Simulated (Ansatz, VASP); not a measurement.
C in VASP and in Ansatz

INCAR

```
  PREC = Accurate
  ENCUT = 520
  EDIFF = 1E-6
  ISMEAR = 0
  SIGMA = 0.05
  LREAL = F
  LASPH = T
  NELM = 80
  ALGO = Normal
  ISIF = 2
  LWAVE = F
  LCHARG = T
  LELF = T
  LVHAR = T
  NBANDS = 11
```

KPOINTS

```
regular mesh
0
Gamma
  12 12 12
```

Contents of POSCAR:

```
C
1.0
    0.0000000000      1.7834000000      1.7834000000
    1.7834000000      0.0000000000      1.7834000000
    1.7834000000      1.7834000000      0.0000000000
C
2
Direct
    0.5000000000      0.5000000000      0.5000000000
    0.7500000000      0.7500000000      0.7500000000
```

Input for Ansatz:

```yaml
crystal:
  lattice:
    - [0.0, 1.7834, 1.7834]
    - [1.7834, 0.0, 1.7834]
    - [1.7834, 1.7834, 0.0]
  atoms:
    - { symbol: C, position: [0.5, 0.5, 0.5] }
    - { symbol: C, position: [0.75, 0.75, 0.75] }
basis:
  ecutwfc: 420
kpoints:
  mp_grid: { grid: [12, 12, 12] }
hamiltonian:
  xc: lda
scf:
  occupations: { method: gaussian, width: 0.05 }
output:
  forces: true
  stress: true
  eigenvalues: true
  write_density: true
  write_potential: true
  elf: true
  volumetric_format: npy
```

Alike in both runs: task single point; functional LDA; k mesh 12 × 12 × 12; occupations gaussian, width 0.05 eV; no spin polarisation.

|  | VASP | Ansatz |
| --- | --- | --- |
| version | VASP 6.6.1 | Ansatz 0.2.0 |
| potentials or method | VASP PAW LDA potentials, release 64 (C), cutoff 520 eV | scalar-relativistic, plane waves, PAW |
| valence electrons in the cell | 8 | 8 |

```csv
,VASP,Ansatz,Ansatz less VASP
gap on the k mesh at the Fermi level (eV),4.12,4.13,+0.004
least direct gap on the mesh (eV),5.54,5.54,-0.003
pressure (GPa),-11.7,-13.1,-1.46
```

LDA's correlation is that of Perdew and Zunger in VASP and of Perdew and Wang (1992) in Ansatz.
